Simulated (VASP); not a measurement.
# ZrS (I4/mmm) in VASP: single point with r2SCAN

Aim: the single point of ZrS with r2SCAN.

Everything below comes from runs of VASP 6.6.1. Logs are shortened: lines on timing, memory, paths and dates and some standing lists are left out, and cuts for length are marked.

### Step 1. The cell of the first run

It takes space group I4/mmm (No. 139, tetragonal). The conventional cell has a = 3.621 Å, b = 3.621 Å, c = 5.288 Å, α = 90.00°, β = 90.00°, γ = 90.00°. Zr (site symmetry 4/mmm) has 6 S at 2.56 to 2.64 Å within 3.4 Å. Within 3.4 Å of S (site symmetry 4/mmm) lie 6 Zr at 2.56 to 2.64 Å.

### Step 2. Single point, r2SCAN (biaxial strain in the a-b plane: -2.0 %)

POSCAR

```
ZrS
1.0
    2.5602152108      2.5602152108      0.0000000000
   -2.5602152108      2.5602152108      0.0000000000
    0.0000000000      0.0000000000      5.2876281496
Zr S
2 2
Direct
    0.0000000000      0.0000000000      0.0000000000
    0.5000000000      0.5000000000      0.5000000000
    0.5000000000      0.5000000000      0.0000000000
    0.0000000000      0.0000000000      0.5000000000
```

INCAR.step1

```
ALGO = Normal ; EDIFF = 1E-4
ENCUT = 520 ; GGA = PE
ISMEAR = 0 ; LASPH = T
LCHARG = F ; LREAL = F
LWAVE = T ; NBANDS = 26
NELM = 100 ; PREC = Accurate
SIGMA = 0.1
```

INCAR.step2

```
ALGO = Normal ; EDIFF = 1E-6
ENCUT = 520 ; ISIF = 2
ISMEAR = 0 ; ISTART = 1
LASPH = T ; LCHARG = F
LMIXTAU = T ; LREAL = F
LWAVE = F ; METAGGA = R2SCAN
NBANDS = 26 ; NELM = 100
PREC = Accurate ; SIGMA = 0.1
```

KPOINTS

```
k-points
0
Gamma
  14 14 10
```

Potentials or basis: VASP PAW PBE potentials, release 64 (Zr_sv, S).

Command:

```
cat potpaw_PBE.64/Zr_sv/POTCAR potpaw_PBE.64/S/POTCAR > POTCAR
cp INCAR.step1 INCAR
mpirun -np 1 vasp_std > vasp.out
cp INCAR.step2 INCAR
mpirun -np 1 vasp_std > vasp.out
```

OUTCAR:

```text
EDIFF = 1E-6
   ENCUT = 520
   ISIF = 2
   ISMEAR = 0
   ISTART = 1
   LASPH = T
   LREAL = F
   METAGGA = R2SCAN
   NELM = 100
   PREC = Accurate

 ion  position               nearest neighbor table
   1  0.000  0.000  0.000-   3 2.56   3 2.56   3 2.56   3 2.56   4 2.64   4 2.64   2 3.68   2 3.68
                             2 3.68   2 3.68   2 3.68   2 3.68   2 3.68   2 3.68
   2  0.500  0.500  0.500-   4 2.56   4 2.56   4 2.56   4 2.56   3 2.64   3 2.64   1 3.68   1 3.68
                             1 3.68   1 3.68   1 3.68   1 3.68   1 3.68   1 3.68
   3  0.500  0.500  0.000-   1 2.56   1 2.56   1 2.56   1 2.56   2 2.64   2 2.64
   4  0.000  0.000  0.500-   2 2.56   2 2.56   2 2.56   2 2.56   1 2.64   1 2.64

  LATTYP: Found a simple tetragonal cell.
 ALAT       =     3.6206910737
 C/A-ratio  =     1.4603919644

  Lattice vectors:

 A1 = (   2.5602152108,   2.5602152108,   0.0000000000)
 A2 = (  -2.5602152108,   2.5602152108,   0.0000000000)
 A3 = (   0.0000000000,   0.0000000000,   5.2876281496)

Analysis of symmetry for initial positions (statically):
=====================================================================
 Subroutine PRICEL returns following result:

  LATTYP: Found a body centered tetragonal cell.
 ALAT       =     3.6206910737
 C/A-ratio  =     1.4603919644

  Lattice vectors:

 A1 = (   2.5602152108,   0.0000000000,  -2.6438140748)
 A2 = (  -2.5602152108,   0.0000000000,  -2.6438140748)
 A3 = (   0.0000000000,   2.5602152108,   2.6438140748)

   2 primitive cells build up your supercell.

 Routine SETGRP: Setting up the symmetry group for a
 simple tetragonal supercell.

 Subroutine GETGRP returns: Found 16 space group operations
 (whereof 16 operations were pure point group operations)
 out of a pool of 16 trial point group operations.

The static configuration has the point symmetry D_4h.

Analysis of symmetry for dynamics (positions and initial velocities):
=====================================================================
 Subroutine PRICEL returns following result:

  LATTYP: Found a body centered tetragonal cell.
 ALAT       =     3.6206910737
 C/A-ratio  =     1.4603919644

  Lattice vectors:

 A1 = (   2.5602152108,   0.0000000000,  -2.6438140748)
 A2 = (  -2.5602152108,   0.0000000000,  -2.6438140748)
 A3 = (   0.0000000000,   2.5602152108,   2.6438140748)

   2 primitive cells build up your supercell.

 Routine SETGRP: Setting up the symmetry group for a
 simple tetragonal supercell.

 Subroutine GETGRP returns: Found 16 space group operations
 (whereof 16 operations were pure point group operations)
 out of a pool of 16 trial point group operations.

The dynamic configuration has the point symmetry D_4h.

 Subroutine INISYM returns: Found 16 space group operations
 (whereof 16 operations are pure point group operations),
 and found     2 'primitive' translations

----------------------------------------------------------------------------------------

                                     Primitive cell

  volume of cell :      34.6588

  direct lattice vectors                    reciprocal lattice vectors
     2.560215211  0.000000000 -2.643814075     0.195296082  0.195296082 -0.189120712
    -2.560215211  0.000000000 -2.643814075    -0.195296082  0.195296082 -0.189120712
     0.000000000  2.560215211  2.643814075     0.000000000  0.390592164  0.000000000

  length of vectors
     3.680279173  3.680279173  3.680279173     0.334735363  0.334735363  0.390592164

  position of ions in fractional coordinates (direct lattice)
     0.000000000  0.000000000  0.000000000
     0.500000000  0.500000000  0.000000000

  ion indices of the primitive-cell ions
   primitive index   ion index
                 1           1
                 2           4

----------------------------------------------------------------------------------------

 KPOINTS: k-points

Automatic generation of k-mesh.
 Grid dimensions read from file:
 generate k-points for:   14   14   10

 Generating k-lattice:

  Cartesian coordinates                     Fractional coordinates (reciprocal lattice)
     0.013949720  0.013949720  0.000000000     0.071428571  0.000000000  0.000000000
    -0.013949720  0.013949720  0.000000000     0.000000000  0.071428571  0.000000000
     0.000000000  0.000000000  0.018912071     0.000000000  0.000000000  0.100000000

  Length of vectors
     0.019727883  0.019727883  0.018912071

  Shift w.r.t. Gamma in fractional coordinates (k-lattice)
     0.000000000  0.000000000  0.000000000

 Subroutine IBZKPT returns following result:
 ===========================================

 Found    216 irreducible k-points:

 Following reciprocal coordinates:
            Coordinates               Weight
  0.000000  0.000000  0.000000      1.000000
  0.071429  0.000000  0.000000      4.000000
  0.142857  0.000000  0.000000      4.000000
  0.214286  0.000000  0.000000      4.000000
  0.285714  0.000000  0.000000      4.000000
  0.357143  0.000000  0.000000      4.000000
[... 16 lines left out ...]
  0.285714  0.214286  0.000000      8.000000
  0.357143  0.214286  0.000000      8.000000
 [... further k-points ...]
   k-points           NKPTS =    216   k-points in BZ     NKDIM =    216   number of bands    NBANDS=     26
   number of dos      NEDOS =    301   number of ions     NIONS =      4
   total plane-waves  NPLWV =  31360
   dimension x,y,z NGX =    28 NGY =   28 NGZ =   40
   dimension x,y,z NGXF=    56 NGYF=   56 NGZF=   80
   ions per type =               2   2
   NGX,Y,Z   is equivalent  to a cutoff of  12.86, 12.86, 12.58 a.u.
   NGXF,Y,Z  is equivalent  to a cutoff of  25.71, 25.71, 25.15 a.u.
 SYSTEM =  unknown system
   PREC   = accura    normal or accurate (medium, high low for compatibility)
   ISTART =      1    job   : 0-new  1-cont  2-samecut
   ICHARG =      0    charge: 1-file 2-atom 10-const
   ISPIN  =      1    spin polarized calculation?
   LNONCOLLINEAR =      F non collinear calculations
   LSORBIT =      F    spin-orbit coupling
   LASPH  =      T    aspherical Exc in radial PAW
   ENCUT  =  520.0 eV  38.22 Ry    6.18 a.u.   6.73  6.73  9.83*2*pi/ulx,y,z
   NELM   =    100;   NELMIN=  2; NELMDL=  0     # of ELM steps
   EDIFF  = 0.1E-05   stopping-criterion for ELM
   LREAL  =      F    real-space projection
   EDIFFG = 0.1E-04   stopping-criterion for IOM
   NSW    =      0    number of steps for IOM
   IBRION =     -1    ionic relax: 0-MD 1-quasi-New 2-CG
   NFREE  =      0    steps in history (QN), initial steepest desc. (CG)
   ISIF   =      2    stress and relaxation
   ISYM   =      2    0-nonsym 1-usesym 2-fastsym
   POTIM  = 0.5000    time-step for ionic-motion
   TEBEG  =    0.0;   TEEND  =   0.0 temperature during run
   PSTRESS=    0.0 pullay stress
   NELECT =      36.0000    total number of electrons
   NUPDOWN=      -1.0000    fix difference up-down
   EMIN   =  10.00;   EMAX   =-10.00  energy-range for DOS
   EFERMI =   0.00;   METHOD = LEGACY
   ISMEAR =     0;   SIGMA  =   0.10  broadening in eV -4-tet -1-fermi 0-gaus
   EFERMI_NEDOS =   21; number of points for ismear=-14 and -15
   IALGO  =     38    algorithm
   IMIX   =      4    mixing-type and parameters
     AMIX     =   0.40;   BMIX     =  1.00
     AMIX_MAG =   1.60;   BMIX_MAG =  1.00
  volume/ion in A,a.u.               =      17.33       116.94
  Fermi-wavevector in a.u.,A,eV,Ry     =   1.315915  2.486718 23.560274  1.731631
  Thomas-Fermi vector in A             =   2.446064
   LORBIT       =      0    0 simple, 1 ext, 2 COOP (PROOUT), +10 PAW based schemes
   METAGGA = R2SCAN    functional components
   LHFCALC =     F    Hartree Fock is set to
   AEXX    =    0.0000 exact exchange contribution
   IVDW    =     0    specifies the selected vdW correction
   LEPSILON=     F    determine dielectric tensor
   LRPA    =     F    only Hartree local field effects (RPA)
 non-spin polarized calculation
 Gauss-broadening in eV      SIGMA  =   0.10
  energy-cutoff  :      520.00
  volume of cell :       69.32
 maximum number of plane-waves:      1900
 NGX is ok and might be reduce to    28
   NGX = 13   NGY = 13   NGZ = 19

 number of electron      36.0000002 magnetization

 Free energy of the ion-electron system (eV)
  ---------------------------------------------------
  ext. energy  EPLUGINS =         0.00000000
  ---------------------------------------------------
  free energy    TOTEN  =       -67.70108679 eV

  energy without entropy =      -67.68857692  energy(sigma->0) =      -67.69483186

 E-fermi :  11.4752     XC(G=0): -12.1962

 val. band max:       11.4595919730   @ k =   0.2857   0.2857   0.0000
 cond. band min:      11.4776861342   @ k =   0.3571   0.0000   0.0000
 fundamental gap:      0.0180941612
 Fermi energy:        11.4751650521

 k-point     1 :       0.0000    0.0000    0.0000
  band No.  band energies     occupation
      1     -40.2980      2.00000
      2     -40.2567      2.00000
      3     -17.8870      2.00000
      4     -17.7075      2.00000
      5     -17.7075      2.00000
      6     -17.5901      2.00000
[... 18 lines left out ...]
     25      14.0446      0.00000
     26      14.2361      0.00000

 k-point     2 :       0.0714    0.0000    0.0000
  band No.  band energies     occupation
      1     -40.2968      2.00000
      2     -40.2565      2.00000
      3     -17.8822      2.00000
      4     -17.7195      2.00000
      5     -17.7044      2.00000
      6     -17.6056      2.00000
[... 18 lines left out ...]
     25      14.0279      0.00000
     26      14.4635      0.00000

 k-point     3 :       0.1429    0.0000    0.0000
  band No.  band energies     occupation
      1     -40.2934      2.00000
      2     -40.2562      2.00000
      3     -17.8679      2.00000
      4     -17.7529      2.00000
      5     -17.6955      2.00000
      6     -17.6488      2.00000
[... 18 lines left out ...]
     25      13.9700      0.00000
     26      14.6046      0.00000

 k-point     4 :       0.2143    0.0000    0.0000
  band No.  band energies     occupation
      1     -40.2883      2.00000
      2     -40.2559      2.00000
      3     -17.8452      2.00000
      4     -17.7999      2.00000
      5     -17.7111      2.00000
      6     -17.6818      2.00000
[... 18 lines left out ...]
     25      13.8484      0.00000
     26      14.3272      0.00000

 k-point     5 :       0.2857    0.0000    0.0000
  band No.  band energies     occupation
      1     -40.2820      2.00000
      2     -40.2562      2.00000
      3     -17.8500      2.00000
      4     -17.8158      2.00000
      5     -17.7805      2.00000
      6     -17.6651      2.00000
[... 18 lines left out ...]
     25      14.4493      0.00000
     26      14.8423      0.00000

 k-point     6 :       0.3571    0.0000    0.0000
  band No.  band energies     occupation
      1     -40.2753      2.00000
      2     -40.2574      2.00000
      3     -17.8922      2.00000
      4     -17.8445      2.00000
      5     -17.7818      2.00000
      6     -17.6472      2.00000
[... 427 lines left out ...]
 k-point    21 :       0.5000    0.1429    0.0000
  band No.  band energies     occupation
      1     -40.2614      2.00000
      2     -40.2614      2.00000
      3     -17.9081      2.00000
      4     -17.9081      2.00000
      5     -17.7052      2.00000
      6     -17.7052      2.00000
[... 18 lines left out ...]
     25      15.8109      0.00000
     26      15.8109      0.00000

 k-point    22 :       0.2143    0.2143    0.0000
  band No.  band energies     occupation
      1     -40.2796      2.00000
      2     -40.2543      2.00000
      3     -17.8108      2.00000
      4     -17.7920      2.00000
      5     -17.7489      2.00000
      6     -17.7471      2.00000
[... 18 lines left out ...]
     25      13.9979      0.00000
     26      14.1358      0.00000

 k-point    23 :       0.2857    0.2143    0.0000
  band No.  band energies     occupation
      1     -40.2741      2.00000
      2     -40.2539      2.00000
      3     -17.8299      2.00000
      4     -17.7957      2.00000
      5     -17.7868      2.00000
      6     -17.7381      2.00000
[... 18 lines left out ...]
     25      13.9743      0.00000
     26      14.1800      0.00000

 k-point    24 :       0.3571    0.2143    0.0000
  band No.  band energies     occupation
      1     -40.2684      2.00000
      2     -40.2544      2.00000
      3     -17.8701      2.00000
      4     -17.8453      2.00000
      5     -17.7593      2.00000
      6     -17.7193      2.00000
[... 18 lines left out ...]
     25      14.4272      0.00000
     26      14.7410      0.00000

 [... further k-points ...]

------------------------ aborting loop because EDIFF is reached ----------------------------------------

  FORCE on cell =-STRESS in cart. coord.  units (eV):
  Direction    XX          YY          ZZ          XY          YZ          ZX
  --------------------------------------------------------------------------------------
  -------------------------------------------------------------------------------------
  Total        3.3264715      3.3264715     -0.7164566      0.0000000     -0.0000000     -0.0000000
  in kB       76.8865788     76.8865788    -16.5598591      0.0000000     -0.0000000     -0.0000000
  external PRESSURE =      45.7377662 kB  Pullay stress =       0.0000000 kB

 VOLUME and BASIS-vectors are now :
 -----------------------------------------------------------------------------
  energy-cutoff  :      520.00
  volume of cell :       69.32
      direct lattice vectors                 reciprocal lattice vectors
     2.560215211  2.560215211  0.000000000     0.195296082  0.195296082  0.000000000
    -2.560215211  2.560215211  0.000000000    -0.195296082  0.195296082  0.000000000
     0.000000000  0.000000000  5.287628150     0.000000000  0.000000000  0.189120712

 POSITION                                       TOTAL-FORCE (eV/Angst)
 -----------------------------------------------------------------------------------
      0.00000      0.00000      0.00000        -0.000000     -0.000000     -0.000000
      0.00000      2.56022      2.64381        -0.000000      0.000000      0.000000
      0.00000      2.56022      0.00000         0.000000      0.000000     -0.000000
      0.00000      0.00000      2.64381         0.000000      0.000000     -0.000000
 -----------------------------------------------------------------------------------
    total drift:                               -0.000000      0.000000      0.000000

  FREE ENERGIE OF THE ION-ELECTRON SYSTEM (eV)
  ---------------------------------------------------
  free  energy   TOTEN  =       -67.7010867899 eV

  energy  without entropy=      -67.6885769218  energy(sigma->0) =      -67.69483186
```

It took 13 min on 1 thread of Intel Xeon Platinum 8375C at 2.90GHz (Ice Lake), shared host; peak memory 0.42 GiB.

Results:

```yaml
Free_energy: -67.7011 eV
Pressure: 4.6 GPa
Band_gap_on_the_k_mesh: zero (bands 18 and 19 overlap by 2.95 eV)
```

Stress tensor (GPa, compression positive):
```
 7.69  0.00  0.00
 0.00  7.69  0.00
 0.00  0.00 -1.66
```

Caveat: the cell differs from its parent crystal (biaxial strain in the a-b plane: -2.0 %); the stress differs along the axes, from -2 to 8 GPa; the PAW data sets were made with another functional, which shifts forces and pressure a little.
